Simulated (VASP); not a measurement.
# K2CuBiCl6 (Fm-3m) in VASP: single point with LDA

Aim: the single point of K2CuBiCl6 with LDA.

Everything below comes from runs of VASP 6.6.1. Logs are shortened: lines on timing, memory, paths and dates and some standing lists are left out, and cuts for length are marked.

## (1) The cell of the first run

It takes space group Fm-3m (No. 225, cubic). The conventional cell has a = 10.466 Å, b = 10.466 Å, c = 10.466 Å, α = 90.00°, β = 90.00°, γ = 90.00°. K (site symmetry -43m) has 12 Cl at 3.70 Å and 4 Cu at 4.53 Å and 4 Bi at 4.53 Å within 4.9 Å. Within 3.3 Å of Cu (site symmetry m-3m) lie 6 Cl at 2.51 Å. Bi (site symmetry m-3m) has 6 Cl at 2.73 Å within 3.6 Å. Within 3.3 Å of Cl (site symmetry 4mm) lie 1 Cu at 2.51 Å and 1 Bi at 2.73 Å.

## (2) Single point, LDA

INCAR reads:

```
ALGO     = Normal         # electronic algorithm
EDIFF    = 1E-7           # SCF threshold, eV
ENCUT    = 520            # plane-wave cutoff, eV
ISIF     = 2              # what is computed and relaxed
ISMEAR   = 0              # smearing method
LASPH    = True           # aspherical terms in the spheres
LCHARG   = False          # write CHGCAR
LREAL    = False          # projectors in reciprocal space
LWAVE    = False          # write WAVECAR
NBANDS   = 54             # bands
NELM     = 80             # most SCF steps
PREC     = Accurate       # precision mode
SIGMA    = 0.01           # smearing width, eV
```

KPOINTS reads:

```
k-points
0
Gamma
  3 3 3
```

POSCAR reads:

```
K2CuBiCl6
1.0
    7.4007310000      0.0000000000      0.0000000000
    3.7003655000      6.4092210526      0.0000000000
    3.7003655000      2.1364070175      6.0426715579
K Cu Bi Cl
2 1 1 6
Direct
    0.7500000000      0.7500000000      0.7500000000
    0.2500000000      0.2500000000      0.2500000000
    0.5000000000      0.5000000000      0.5000000000
    0.0000000000      0.0000000000      0.0000000000
    0.7394230000      0.2605770000      0.2605770000
    0.2605770000      0.2605770000      0.7394230000
    0.2605770000      0.7394230000      0.7394230000
    0.2605770000      0.7394230000      0.2605770000
    0.7394230000      0.2605770000      0.7394230000
    0.7394230000      0.7394230000      0.2605770000
```

Potentials or basis: VASP PAW LDA potentials, release 64 (K_sv, Cu, Bi_d, Cl).

Started as:

```
$ cat potpaw_LDA.64/K_sv/POTCAR potpaw_LDA.64/Cu/POTCAR potpaw_LDA.64/Bi_d/POTCAR potpaw_LDA.64/Cl/POTCAR > POTCAR
$ mpirun -np 1 vasp_std > vasp.out
```

OUTCAR:

```text
EDIFF = 1E-7
   ENCUT = 520
   ISIF = 2
   ISMEAR = 0
   LASPH = True
   LREAL = False
   NELM = 80
   PREC = Accurate

 ion  position               nearest neighbor table
   1  0.750  0.750  0.750-
   2  0.250  0.250  0.250-
   3  0.500  0.500  0.500-   5 2.51   7 2.51   8 2.51   9 2.51   6 2.51  10 2.51
   4  0.000  0.000  0.000-   5 2.73   7 2.73   6 2.73  10 2.73   9 2.73   8 2.73
   5  0.739  0.261  0.261-   3 2.51   4 2.73
   6  0.261  0.261  0.739-   3 2.51   4 2.73
   7  0.261  0.739  0.739-   3 2.51   4 2.73
   8  0.261  0.739  0.261-   3 2.51   4 2.73
   9  0.739  0.261  0.739-   3 2.51   4 2.73
  10  0.739  0.739  0.261-   3 2.51   4 2.73

  LATTYP: Found a face centered cubic cell.
 ALAT       =    10.4662141517

  Lattice vectors:

 A1 = (   7.4007310000,   0.0000000000,   0.0000000000)
 A2 = (   3.7003655000,   6.4092210526,   0.0000000000)
 A3 = (   3.7003655000,   2.1364070175,   6.0426715579)

Analysis of symmetry for initial positions (statically):
=====================================================================
 Subroutine PRICEL returns:
 Original cell was already a primitive cell.

 Routine SETGRP: Setting up the symmetry group for a
 face centered cubic supercell.

 Subroutine GETGRP returns: Found 48 space group operations
 (whereof 48 operations were pure point group operations)
 out of a pool of 48 trial point group operations.

The static configuration has the point symmetry O_h .

Analysis of symmetry for dynamics (positions and initial velocities):
=====================================================================
 Subroutine PRICEL returns:
 Original cell was already a primitive cell.

 Routine SETGRP: Setting up the symmetry group for a
 face centered cubic supercell.

 Subroutine GETGRP returns: Found 48 space group operations
 (whereof 48 operations were pure point group operations)
 out of a pool of 48 trial point group operations.

The dynamic configuration has the point symmetry O_h .

 Subroutine INISYM returns: Found 48 space group operations
 (whereof 48 operations are pure point group operations),
 and found     1 'primitive' translations
[... 90 lines left out ...]
   EDIFF  = 0.1E-06   stopping-criterion for ELM
   LREAL  =      F    real-space projection
   EDIFFG = 0.1E-05   stopping-criterion for IOM
   NSW    =      0    number of steps for IOM
   IBRION =     -1    ionic relax: 0-MD 1-quasi-New 2-CG
   NFREE  =      0    steps in history (QN), initial steepest desc. (CG)
   ISIF   =      2    stress and relaxation
   ISYM   =      2    0-nonsym 1-usesym 2-fastsym
   POTIM  = 0.5000    time-step for ionic-motion
   TEBEG  =    0.0;   TEEND  =   0.0 temperature during run
   PSTRESS=    0.0 pullay stress
   NELECT =      86.0000    total number of electrons
   NUPDOWN=      -1.0000    fix difference up-down
   EMIN   =  10.00;   EMAX   =-10.00  energy-range for DOS
   EFERMI =   0.00;   METHOD = LEGACY
   ISMEAR =     0;   SIGMA  =   0.01  broadening in eV -4-tet -1-fermi 0-gaus
   EFERMI_NEDOS =   21; number of points for ismear=-14 and -15
   IALGO  =     38    algorithm
   IMIX   =      4    mixing-type and parameters
     AMIX     =   0.40;   BMIX     =  1.00
     AMIX_MAG =   1.60;   BMIX_MAG =  1.00
  volume/ion in A,a.u.               =      28.66       193.42
  Fermi-wavevector in a.u.,A,eV,Ry     =   1.095985  2.071112 16.343095  1.201184
  Thomas-Fermi vector in A             =   2.232319
   LORBIT       =      0    0 simple, 1 ext, 2 COOP (PROOUT), +10 PAW based schemes
   GGA     = CA    functional components
   LHFCALC =     F    Hartree Fock is set to
   AEXX    =    0.0000 exact exchange contribution
   IVDW    =     0    specifies the selected vdW correction
   LEPSILON=     F    determine dielectric tensor
   LRPA    =     F    only Hartree local field effects (RPA)
 non-spin polarized calculation
 Gauss-broadening in eV      SIGMA  =   0.01
  energy-cutoff  :      520.00
  volume of cell :      286.62
 maximum number of plane-waves:      7740
   NGX = 27   NGY = 27   NGZ = 27

 number of electron      86.0000009 magnetization

 Free energy of the ion-electron system (eV)
  ---------------------------------------------------
  ext. energy  EPLUGINS =         0.00000000
  ---------------------------------------------------
  free energy    TOTEN  =       -37.30665002 eV

  energy without entropy =      -37.30665002  energy(sigma->0) =      -37.30665002

 E-fermi :   1.5484     XC(G=0):  -8.5941

 val. band max:        1.4668456070   @ k =  -0.3333   0.3333   0.0000
 cond. band min:       2.8768155860   @ k =   0.3333   0.0000  -0.0000
 fundamental gap:      1.4099699790
 Fermi energy:         1.5483641992

 k-point     1 :       0.0000    0.0000    0.0000
  band No.  band energies     occupation
      1     -28.1492      2.00000
      2     -28.1482      2.00000
      3     -21.8592      2.00000
      4     -21.8592      2.00000
      5     -21.8139      2.00000
      6     -21.8139      2.00000
[... 217 lines left out ...]
     53       7.9111      0.00000
     54       8.0306      0.00000

------------------------ aborting loop because EDIFF is reached ----------------------------------------

  FORCE on cell =-STRESS in cart. coord.  units (eV):
  Direction    XX          YY          ZZ          XY          YZ          ZX
  --------------------------------------------------------------------------------------
  -------------------------------------------------------------------------------------
  Total       -6.0399365     -6.0399365     -6.0399365      0.0000000      0.0000000      0.0000000
  in kB      -33.7624613    -33.7624613    -33.7624613      0.0000000      0.0000000      0.0000000
  external PRESSURE =     -33.7624613 kB  Pullay stress =       0.0000000 kB

 VOLUME and BASIS-vectors are now :
 -----------------------------------------------------------------------------
  energy-cutoff  :      520.00
  volume of cell :      286.62
      direct lattice vectors                 reciprocal lattice vectors
     7.400731000  0.000000000  0.000000000     0.135121787 -0.078012600 -0.055163239
     3.700365500  6.409221053  0.000000000     0.000000000  0.156025201 -0.055163239
     3.700365500  2.136407017  6.042671558     0.000000000  0.000000000  0.165489716

 POSITION                                       TOTAL-FORCE (eV/Angst)
 -----------------------------------------------------------------------------------
     11.10110      6.40922      4.53200        -0.000000      0.000000     -0.000000
      3.70037      2.13641      1.51067        -0.000000      0.000000     -0.000000
      7.40073      4.27281      3.02134        -0.000000      0.000000     -0.000000
      0.00000      0.00000      0.00000        -0.000000      0.000000     -0.000000
      7.40073      2.22679      1.57458        -0.000000      0.101149      0.071523
      5.62883      3.24980      4.46809         0.087598      0.050574     -0.071523
      7.40073      6.31883      4.46809        -0.000000     -0.101149     -0.071523
      5.62883      5.29582      1.57458         0.087598     -0.050574      0.071523
      9.17264      3.24980      4.46809        -0.087598      0.050574     -0.071523
      9.17264      5.29582      1.57458        -0.087598     -0.050574      0.071523
 -----------------------------------------------------------------------------------
    total drift:                                0.000000      0.000000      0.000000

  FREE ENERGIE OF THE ION-ELECTRON SYSTEM (eV)
  ---------------------------------------------------
  free  energy   TOTEN  =       -37.3066500191 eV

  energy  without entropy=      -37.3066500191  energy(sigma->0) =      -37.30665002
```

stdout:

```text
POSCAR found type information on POSCAR K CuBiCl
 POSCAR found :  4 types and      10 ions
 scaLAPACK will be used
 LDA part: xc-table for (Slater(with rela. corr.)+CA(PZ))
 , standard interpolation
 POSCAR, INCAR and KPOINTS ok, starting setup
 FFT: planning ... GRIDC
 FFT: planning ... GRID_SOFT
 FFT: planning ... GRID
 WAVECAR not read
 entering main loop
```

It used 310 s of CPU time on 1 thread of AMD EPYC 7R13 Processor (Zen 3), on a shared host.

What came out:

```
Free energy            : -37.3067 eV
Pressure               : -3.4 GPa
Largest force          : 0.124 eV/Å
Band gap on the k mesh : 1.41 eV, indirect (least direct gap 1.86 eV)
```

Forces on the atoms (eV/Å):
```
K    0.000  0.000  0.000
K    0.000  0.000  0.000
Cu   0.000  0.000  0.000
Bi   0.000  0.000  0.000
Cl   0.000  0.101  0.072
Cl   0.088  0.051 -0.072
Cl   0.000 -0.101 -0.072
Cl   0.088 -0.051  0.072
Cl  -0.088  0.051 -0.072
Cl  -0.088 -0.051  0.072
```

Levels at points of the mesh, in eV from the valence-band top:
```tsv
k point	band 39	band 40	band 41	band 42	band 43	band 44	band 45	band 46	band 47	band 48
(0.00, 0.00, 0.00)	-0.84	-0.84	-0.84	-0.03	-0.03	2.01	2.01	2.01	2.86	4.29
```

Caveat: spin-orbit coupling is left out, which moves the levels of the heavy elements. A k mesh can miss the band edges.
